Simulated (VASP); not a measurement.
# Si30C (a cell with a defect) in VASP: notebook

Runs on Si30C (a cell with a defect). Level: PBE. Tasks: single point.

All numbers are computed with VASP 6.6.1; they aren't measurements. Logs are shortened: lines on timing, memory, paths and dates and some standing lists are left out, and cuts for length are marked.

### Step 1. The cell of the first run

The cell holds a defect, 31 atoms: a = 9.220 Å, b = 9.220 Å, c = 9.992 Å, α = 116.09°, β = 116.09°, γ = 92.69°.

### Step 2. Single point, PBE

Contents of INCAR:

```
SYSTEM = Si30C
PREC = Accurate
ENCUT = 520
EDIFF = 1E-6
ISMEAR = 0
SIGMA = 0.02
LREAL = Auto
LASPH = .TRUE.
NELM = 80
ALGO = Normal
ISIF = 2
LWAVE = .FALSE.
LCHARG = .TRUE.
GGA = PE
LELF = .TRUE.
LVHAR = .TRUE.
NBANDS = 83
```

Contents of KPOINTS:

```
Automatic mesh
0
Gamma
  2 2 2
  0.5 0.5 0.5
```

Contents of POSCAR:

```
Si30C
1.0
   -5.7769209609      3.3353068718      6.3650226989
    5.7769209609     -3.3353068718      6.3650226989
    3.8512806405      6.6706137437     -6.3650226989
C Si
1 30
Direct
    0.1127447640     -0.2560224095     -0.0561411142
    0.7402467706      0.5823133212      0.2438666880
    0.1160671402      0.4508970306      0.5010409181
    0.6197013039      0.9467423675      0.5026776299
    0.4980621427      0.3333296878      0.7578030906
    1.0075548255      0.8070965747      0.7776565123
    0.8698067189      0.2025145423      0.0014026922
    0.3241932863      0.7029450051      0.9903093575
    0.3244374258      0.4857338743      0.2515304015
    0.8223057646      0.9916009558      0.2465548865
    0.2012606397      0.8730937176      0.5028505038
    0.6927710506      0.3626947272      0.4972709106
    0.5704676003      0.7433890422      0.7539675159
    0.0753051175      0.2346545707      0.7515268488
    0.9758753324      0.6338179026      0.9873408590
    0.4438977406      0.1174442035      0.0109756429
    0.4115059485      0.2493341857      0.2594904265
    0.9365266273      0.7642432022      0.2395631001
    0.3019495054      0.6400192596      0.4996311437
    0.8052288003      0.1358716227      0.5014834518
    0.6873771562      0.5195399276      0.7567424126
    0.1752727992      0.0016341793      0.7553787570
    0.0546335268      0.3934924792      0.0003252463
    0.5397244291      0.8822202230      1.0009376695
    0.4989708845      0.6787758285      0.2418169792
    0.0130226424      0.1824661416      0.2516615610
    0.3967789063      0.0640713128      0.5113892377
    0.8785939397      0.5508076971      0.4936153432
    0.7705280587      0.9231872212      0.7586248205
    0.2608204333      0.4285593397      0.7530057833
    0.6345698856      0.3004000990      0.0057005571
```

Potentials or basis: VASP PAW PBE potentials, release 64 (C, Si).

Launch:

```sh
cat potpaw_PBE.64/C/POTCAR potpaw_PBE.64/Si/POTCAR > POTCAR
mpirun -np 1 vasp_std > vasp.out
```

OUTCAR:

```text
SYSTEM = Si30C
   PREC = Accurate
   ENCUT = 520
   EDIFF = 1E-6
   ISMEAR = 0
   LREAL = Auto
   LASPH = .TRUE.
   NELM = 80
   ISIF = 2
   GGA = PE

 ion  position               nearest neighbor table
   1  0.113  0.744  0.944-   6 1.88  15 1.89   8 1.89
   2  0.740  0.582  0.244-  31 2.38  28 2.41  25 2.43  18 2.44
   3  0.116  0.451  0.501-  26 2.35  30 2.39  19 2.40  28 2.40
   4  0.620  0.947  0.503-  25 2.38  27 2.38  20 2.39  29 2.43
   5  0.498  0.333  0.758-  27 2.34  30 2.38  21 2.40  31 2.40
   6  0.008  0.807  0.778-   1 1.88  28 2.43  29 2.45  22 2.46
   7  0.870  0.203  0.001-  26 2.36  29 2.38  31 2.40  23 2.40
   8  0.324  0.703  0.990-   1 1.89  30 2.39  25 2.43  24 2.46
   9  0.324  0.486  0.252-  19 2.36  23 2.38  17 2.38  25 2.41
  10  0.822  0.992  0.247-  18 2.38  20 2.38  26 2.40  24 2.40
  11  0.201  0.873  0.503-  19 2.37  18 2.38  22 2.40  27 2.41
  12  0.693  0.363  0.497-  17 2.37  21 2.37  20 2.39  28 2.40
  13  0.570  0.743  0.754-  19 2.37  21 2.38  24 2.38  29 2.39
  14  0.075  0.235  0.752-  20 2.36  23 2.37  22 2.39  30 2.41
  15  0.976  0.634  0.987-   1 1.89  21 2.39  23 2.40  18 2.47
  16  0.444  0.117  0.011-  24 2.36  22 2.36  17 2.40  31 2.41
  17  0.412  0.249  0.259-  12 2.37   9 2.38  16 2.40
  18  0.937  0.764  0.240-  10 2.38  11 2.38   2 2.44  15 2.47
  19  0.302  0.640  0.500-   9 2.36  13 2.37  11 2.37   3 2.40
  20  0.805  0.136  0.501-  14 2.36  10 2.38  12 2.39   4 2.39
  21  0.687  0.520  0.757-  12 2.37  13 2.38  15 2.39   5 2.40
  22  0.175  0.002  0.755-  16 2.36  14 2.39  11 2.40   6 2.46
  23  0.055  0.393  0.000-  14 2.37   9 2.38   7 2.40  15 2.40
  24  0.540  0.882  0.001-  16 2.36  13 2.38  10 2.40   8 2.46
  25  0.499  0.679  0.242-   4 2.38   9 2.41   2 2.43   8 2.43
  26  0.013  0.182  0.252-   3 2.35   7 2.36  10 2.40
  27  0.397  0.064  0.511-   5 2.34   4 2.38  11 2.41
  28  0.879  0.551  0.494-   3 2.40  12 2.40   2 2.41   6 2.43
  29  0.771  0.923  0.759-   7 2.38  13 2.39   4 2.43   6 2.45
  30  0.261  0.429  0.753-   5 2.38   3 2.39   8 2.39  14 2.41
  31  0.635  0.300  0.006-   2 2.38   7 2.40   5 2.40  16 2.41

  LATTYP: Found a face centered orthorhombic cell.
 ALAT       =    12.7300453978
 B/A-ratio  =     1.0480109906
 C/A-ratio  =     1.2101388550

  Lattice vectors:

 A1 = (   9.6282016014,   3.3353068719,   0.0000000000)
 A2 = (   3.8512806405,   6.6706137437,   6.3650226989)
 A3 = (   5.7769209609,  -3.3353068718,   6.3650226989)

Analysis of symmetry for initial positions (statically):
=====================================================================
 Subroutine PRICEL returns:
 Original cell was already a primitive cell.

 Routine SETGRP: Setting up the symmetry group for a
 face centered orthorhombic supercell.

 Subroutine GETGRP returns: Found  1 space group operations
 (whereof  1 operations were pure point group operations)
 out of a pool of  8 trial point group operations.

The static configuration has the point symmetry C_1 .

Analysis of symmetry for dynamics (positions and initial velocities):
=====================================================================
 Subroutine PRICEL returns:
 Original cell was already a primitive cell.

 Routine SETGRP: Setting up the symmetry group for a
 face centered orthorhombic supercell.

 Subroutine GETGRP returns: Found  1 space group operations
 (whereof  1 operations were pure point group operations)
 out of a pool of  8 trial point group operations.

The dynamic configuration has the point symmetry C_1 .

 Subroutine INISYM returns: Found  1 space group operations
 (whereof  1 operations are pure point group operations),
 and found     1 'primitive' translations

----------------------------------------------------------------------------------------

                                     Primitive cell

  volume of cell :     654.0801

  direct lattice vectors                    reciprocal lattice vectors
    -5.776920961  3.335306872  6.365022699    -0.032456736  0.093694527  0.078554315
     5.776920961 -3.335306872  6.365022699     0.097370209  0.018738905  0.078554315
     3.851280641  6.670613744 -6.365022699     0.064913473  0.112433432  0.000000000

  length of vectors
     9.220119396  9.220119396  9.992145127     0.126502508  0.126502508  0.129826945

  position of ions in fractional coordinates (direct lattice)
     0.112744764  0.743977591  0.943858886
     0.740246771  0.582313321  0.243866688
     0.116067140  0.450897031  0.501040918
     0.619701304  0.946742368  0.502677630
     0.498062143  0.333329688  0.757803091
     0.007554826  0.807096575  0.777656512
[... 23 lines left out ...]
     0.260820433  0.428559340  0.753005783
     0.634569886  0.300400099  0.005700557

  ion indices of the primitive-cell ions
   primitive index   ion index
                 1           1
                 2           2
                 3           3
                 4           4
                 5           5
                 6           6
[... 23 lines left out ...]
                30          30
                31          31

----------------------------------------------------------------------------------------

 KPOINTS: Automatic mesh

Automatic generation of k-mesh.
 Grid dimensions read from file:
 generate k-points for:    2    2    2

 Generating k-lattice:

  Cartesian coordinates                     Fractional coordinates (reciprocal lattice)
    -0.016228368  0.046847264  0.039277158     0.500000000  0.000000000 -0.000000000
     0.048685104  0.009369453  0.039277158     0.000000000  0.500000000  0.000000000
     0.032456736  0.056216716  0.000000000     0.000000000  0.000000000  0.500000000

  Length of vectors
     0.063251254  0.063251254  0.064913473

  Shift w.r.t. Gamma in fractional coordinates (k-lattice)
     0.500000000  0.500000000  0.500000000

 Subroutine IBZKPT returns following result:
 ===========================================

 Found      4 irreducible k-points:

 Following reciprocal coordinates:
            Coordinates               Weight
  0.250000  0.250000  0.250000      2.000000
 -0.250000  0.250000  0.250000      2.000000
 -0.250000  0.250000 -0.250000      2.000000
 -0.250000 -0.250000  0.250000      2.000000
   k-points           NKPTS =      4   k-points in BZ     NKDIM =      4   number of bands    NBANDS=     83
   number of dos      NEDOS =    301   number of ions     NIONS =     31
   total plane-waves  NPLWV = 392000
   dimension x,y,z NGX =    70 NGY =   70 NGZ =   80
   dimension x,y,z NGXF=   140 NGYF=  140 NGZF=  160
   ions per type =               1  30
   NGX,Y,Z   is equivalent  to a cutoff of  12.62, 12.62, 13.31 a.u.
   NGXF,Y,Z  is equivalent  to a cutoff of  25.24, 25.24, 26.62 a.u.
 SYSTEM =  Si30C
   PREC   = accura    normal or accurate (medium, high low for compatibility)
   ISTART =      0    job   : 0-new  1-cont  2-samecut
   ICHARG =      2    charge: 1-file 2-atom 10-const
   ISPIN  =      1    spin polarized calculation?
   LNONCOLLINEAR =      F non collinear calculations
   LSORBIT =      F    spin-orbit coupling
   LASPH  =      T    aspherical Exc in radial PAW
   ENCUT  =  520.0 eV  38.22 Ry    6.18 a.u.  17.14 17.14 18.58*2*pi/ulx,y,z
   NELM   =     80;   NELMIN=  2; NELMDL= -5     # of ELM steps
   EDIFF  = 0.1E-05   stopping-criterion for ELM
   LREAL  =      T    real-space projection
   EDIFFG = 0.1E-04   stopping-criterion for IOM
   NSW    =      0    number of steps for IOM
   IBRION =     -1    ionic relax: 0-MD 1-quasi-New 2-CG
   NFREE  =      0    steps in history (QN), initial steepest desc. (CG)
   ISIF   =      2    stress and relaxation
   ISYM   =      2    0-nonsym 1-usesym 2-fastsym
   POTIM  = 0.5000    time-step for ionic-motion
   TEBEG  =    0.0;   TEEND  =   0.0 temperature during run
   PSTRESS=    0.0 pullay stress
   NELECT =     124.0000    total number of electrons
   NUPDOWN=      -1.0000    fix difference up-down
   EMIN   =  10.00;   EMAX   =-10.00  energy-range for DOS
   EFERMI =   0.00;   METHOD = LEGACY
   ISMEAR =     0;   SIGMA  =   0.02  broadening in eV -4-tet -1-fermi 0-gaus
   EFERMI_NEDOS =   21; number of points for ismear=-14 and -15
   IALGO  =     38    algorithm
   IMIX   =      4    mixing-type and parameters
     AMIX     =   0.40;   BMIX     =  1.00
     AMIX_MAG =   1.60;   BMIX_MAG =  1.00
  volume/ion in A,a.u.               =      21.10       142.39
  Fermi-wavevector in a.u.,A,eV,Ry     =   0.940456  1.777204 12.033771  0.884457
  Thomas-Fermi vector in A             =   2.067869
   LORBIT       =      0    0 simple, 1 ext, 2 COOP (PROOUT), +10 PAW based schemes
   GGA     = PE    functional components
   LHFCALC =     F    Hartree Fock is set to
   AEXX    =    0.0000 exact exchange contribution
   IVDW    =     0    specifies the selected vdW correction
   LEPSILON=     F    determine dielectric tensor
   LRPA    =     F    only Hartree local field effects (RPA)
 non-spin polarized calculation
 Gauss-broadening in eV      SIGMA  =   0.02
  energy-cutoff  :      520.00
  volume of cell :      654.08
 maximum number of plane-waves:     17670
 NGX is ok and might be reduce to    70
   NGX = 35   NGY = 35   NGZ = 37

 number of electron     124.0000000 magnetization

 Free energy of the ion-electron system (eV)
  ---------------------------------------------------
  ext. energy  EPLUGINS =         0.00000000
  ---------------------------------------------------
  free energy    TOTEN  =      -166.72931304 eV

  energy without entropy =     -166.72930422  energy(sigma->0) =     -166.72930863

 E-fermi :   5.2559     XC(G=0):  -9.1562

 val. band max:        5.2050984675   @ k =  -0.2500  -0.2500   0.2500
 cond. band min:       5.3067673484   @ k =  -0.2500   0.2500  -0.2500
 fundamental gap:      0.1016688809
 Fermi energy:         5.2559333889

 k-point     1 :       0.2500    0.2500    0.2500
  band No.  band energies     occupation
      1      -7.0531      2.00000
      2      -5.7920      2.00000
      3      -5.7536      2.00000
      4      -5.6284      2.00000
      5      -5.0590      2.00000
      6      -4.4394      2.00000
[... 66 lines left out ...]
     73       7.3417      0.00000
     74       7.5389      0.00000

 k-point     2 :      -0.2500    0.2500    0.2500
  band No.  band energies     occupation
      1      -7.0750      2.00000
      2      -5.9915      2.00000
      3      -5.4922      2.00000
      4      -5.3391      2.00000
      5      -5.0753      2.00000
      6      -4.7082      2.00000
[... 66 lines left out ...]
     73       7.2626      0.00000
     74       7.4733      0.00000

 k-point     3 :      -0.2500    0.2500   -0.2500
  band No.  band energies     occupation
      1      -7.0664      2.00000
      2      -6.0472      2.00000
      3      -5.4956      2.00000
      4      -5.3249      2.00000
      5      -4.9585      2.00000
      6      -4.7776      2.00000
[... 66 lines left out ...]
     73       7.3421      0.00000
     74       7.4942      0.00000

 k-point     4 :      -0.2500   -0.2500    0.2500
  band No.  band energies     occupation
      1      -7.0849      2.00000
      2      -6.0850      2.00000
      3      -5.2134      2.00000
      4      -5.2069      2.00000
      5      -5.0201      2.00000
      6      -4.9648      2.00000
[... 66 lines left out ...]
     73       7.5632      0.00000
     74       7.6234      0.00000
 [bands above 74 left out]

------------------------ aborting loop because EDIFF is reached ----------------------------------------

  FORCE on cell =-STRESS in cart. coord.  units (eV):
  Direction    XX          YY          ZZ          XY          YZ          ZX
  --------------------------------------------------------------------------------------
  -------------------------------------------------------------------------------------
  Total       -9.6413928    -12.8733456    -17.7973316      5.0539760      2.5072213      3.2530657
  in kB      -23.6167130    -31.5334220    -43.5947875     12.3797777      6.1414700      7.9684254
  external PRESSURE =     -32.9149741 kB  Pullay stress =       0.0000000 kB

 VOLUME and BASIS-vectors are now :
 -----------------------------------------------------------------------------
  energy-cutoff  :      520.00
  volume of cell :      654.08
      direct lattice vectors                 reciprocal lattice vectors
    -5.776920961  3.335306872  6.365022699    -0.032456736  0.093694527  0.078554315
     5.776920961 -3.335306872  6.365022699     0.097370209  0.018738905  0.078554315
     3.851280641  6.670613744 -6.365022699     0.064913473  0.112433432  0.000000000

 POSITION                                       TOTAL-FORCE (eV/Angst)
 -----------------------------------------------------------------------------------
      7.28165      4.19076     -0.55463        -0.001226      0.008211     -0.009408
      0.02683      2.15350      6.86591        -0.008463     -0.003213     -0.002202
      3.86394      2.22549      0.41960        -0.007028      0.003521     -0.001570
      3.82524      2.26239      6.77090         0.007866     -0.005726      0.000673
      1.96687      5.60445      0.46839        -0.000484     -0.005110     -0.004292
      7.61386      2.52073      0.23547         0.006168     -0.012140      0.004961
[... 23 lines left out ...]
      3.86905      4.46355     -0.40498        -0.003634     -0.004268      0.000378
     -1.90852      1.15259      5.91482         0.002397     -0.000701     -0.004599
 -----------------------------------------------------------------------------------
    total drift:                                0.001000      0.001883     -0.010002

  FREE ENERGIE OF THE ION-ELECTRON SYSTEM (eV)
  ---------------------------------------------------
  free  energy   TOTEN  =      -166.7293130428 eV

  energy  without entropy=     -166.7293042158  energy(sigma->0) =     -166.72930863
```

Run time: 11 min. Hardware: 1 thread of AMD EPYC 7R13 (Zen 3), shared host; peak memory 0.75 GiB.

Results:

- Free energy: -166.7293 eV
- Pressure: -3.3 GPa
- Largest force: 0.020 eV/Å
- Band gap on the k mesh: 0.10 eV

Forces on the atoms (eV/Å):
```
C   -0.001  0.008 -0.009
Si  -0.008 -0.003 -0.002
Si  -0.007  0.004 -0.002
Si   0.008 -0.006  0.001
Si   0.000 -0.005 -0.004
Si   0.006 -0.012  0.005
Si  -0.002  0.008 -0.004
Si  -0.002  0.009  0.007
Si   0.002  0.000 -0.001
Si   0.000  0.000  0.008
Si   0.003  0.000  0.004
Si  -0.001  0.001  0.004
Si  -0.002  0.003 -0.002
Si  -0.003 -0.004  0.000
Si  -0.001 -0.001 -0.016
Si  -0.010 -0.004  0.002
Si   0.000  0.000  0.008
Si   0.005  0.001  0.003
Si  -0.001 -0.004  0.003
Si   0.000 -0.001  0.002
Si   0.000 -0.004  0.002
Si   0.004  0.004 -0.002
Si  -0.002  0.008  0.006
Si   0.001 -0.001  0.000
Si   0.000  0.005  0.000
Si   0.016 -0.012 -0.002
Si  -0.001  0.013 -0.002
Si   0.001  0.003 -0.006
Si  -0.002 -0.006  0.002
Si  -0.004 -0.004  0.000
Si   0.002 -0.001 -0.005
```

Stress tensor (GPa, compression positive):
```
-2.36  1.24  0.80
 1.24 -3.15  0.61
 0.80  0.61 -4.36
```

Levels at points of the mesh, in eV from the valence-band top:
```csv
k point,band 59,band 60,band 61,band 62,band 63,band 64,band 65,band 66
"(0.25, 0.25, 0.25)",-1.09,-1.02,-0.93,-0.25,0.16,0.29,0.99,1.09
```

(Part 1 of 2 ends here.)
